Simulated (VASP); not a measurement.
## Cu3Au: relaxation of cell and atoms with PBE

Crystal: Cu3Au.

```
Cu Au
1.0
    -3.78070    3.78070    0.00000
     0.00000    3.78070   -3.78070
    -3.78070    0.00000   -3.78070
Cu Au
6 2
Direct
  0.00000 0.50000 0.00000
  0.50000 0.00000 0.50000
  0.50000 0.00000 0.00000
  0.00000 0.50000 0.50000
  0.00000 0.00000 0.50000
  0.50000 0.50000 0.00000
  0.00000 0.00000 0.00000
  0.50000 0.50000 0.50000
```

- Program: VASP 6.6.1
- Task: relaxation of cell and atoms
- Functional: PBE
- Potentials or basis: VASP PAW PBE potentials, release 64 (Cu, Au)
- Cutoff: 600 eV
- k mesh: 8 × 8 × 8
- Occupations: gaussian, width 0.1 eV
- Spin: no spin polarisation
- Dipole correction: no
- Further INCAR settings: ALGO = Normal; EDIFF = 1e-07; IBRION = 2; EDIFFG = -0.015; NSW = 80; ISIF = 3

```json
{"Relaxed volume": "13.54 Å³/atom", "Relaxed cell": "a = 5.351 Å, b = 5.351 Å, c = 5.351 Å, α = 60.00°, β = 60.00°, γ = 60.00°", "Space group after relaxing (to 0.05 Å)": "Pm-3m (No. 221)", "Energy gained by relaxing": "0.0 meV/atom", "Ionic steps": "3", "Pressure after relaxing": "0.0 GPa", "Band gap on the k mesh": "zero (band 44 reaches 8.83 eV, above the bottom of band 45 at 6.94 eV)"}
```

Step by step:
| step | energy change (eV) | largest force (eV/Å) | pressure (GPa) | volume (Å³) |
| --- | --- | --- | --- | --- |
| 1 | 0.0000 | 0.0000 | 0.35 | 108.08 |
| 2 | -0.0001 | 0.0000 | -0.26 | 108.54 |
| 3 | -0.0003 | 0.0000 | 0.01 | 108.34 |

Final structure:
```cif
data_structure
_symmetry_space_group_name_H-M 'P 1'
_symmetry_Int_Tables_number 1
_cell_length_a 5.3509
_cell_length_b 5.3509
_cell_length_c 5.3509
_cell_angle_alpha 60.000
_cell_angle_beta 60.000
_cell_angle_gamma 60.000
_cell_volume 108.34
loop_
_atom_site_label
_atom_site_type_symbol
_atom_site_fract_x
_atom_site_fract_y
_atom_site_fract_z
_atom_site_occupancy
Cu1 Cu 0.00000 0.50000 0.00000 1
Cu2 Cu 0.50000 0.00000 0.50000 1
Cu3 Cu 0.50000 0.00000 0.00000 1
Cu4 Cu 0.00000 0.50000 0.50000 1
Cu5 Cu 0.00000 0.00000 0.50000 1
Cu6 Cu 0.50000 0.50000 0.00000 1
Au1 Au 0.00000 0.00000 0.00000 1
Au2 Au 0.50000 0.50000 0.50000 1
```

Levels at points of the mesh, in eV from the Fermi level:
| k point | band 40 | band 41 | band 42 | band 43 | band 44 | band 45 | band 46 | band 47 | band 48 | band 49 |
| --- | --- | --- | --- | --- | --- | --- | --- | --- | --- | --- |
| (0.00, 0.00, 0.00) | -1.39 | -1.39 | -0.98 | -0.96 | -0.96 | -0.96 | 1.30 | 1.30 | 1.30 | 2.32 |
| (0.50, 0.00, 0.00) | -1.56 | -1.56 | -1.56 | 0.93 | 0.93 | 0.96 | 0.96 | 0.96 | 0.96 | 5.84 |
| (0.50, 0.50, 0.00) | -1.89 | -1.51 | -1.39 | -0.53 | -0.53 | -0.45 | 0.29 | 5.70 | 5.70 | 6.44 |

It took 11 min on 1 thread of Intel(R) Xeon(R) Platinum 8175M CPU @ 2.50GHz (Skylake/Cascade Lake) (shared host), peak memory 0.43 GiB.

Caveat: spin-orbit coupling is left out, which moves the levels of the heavy elements.
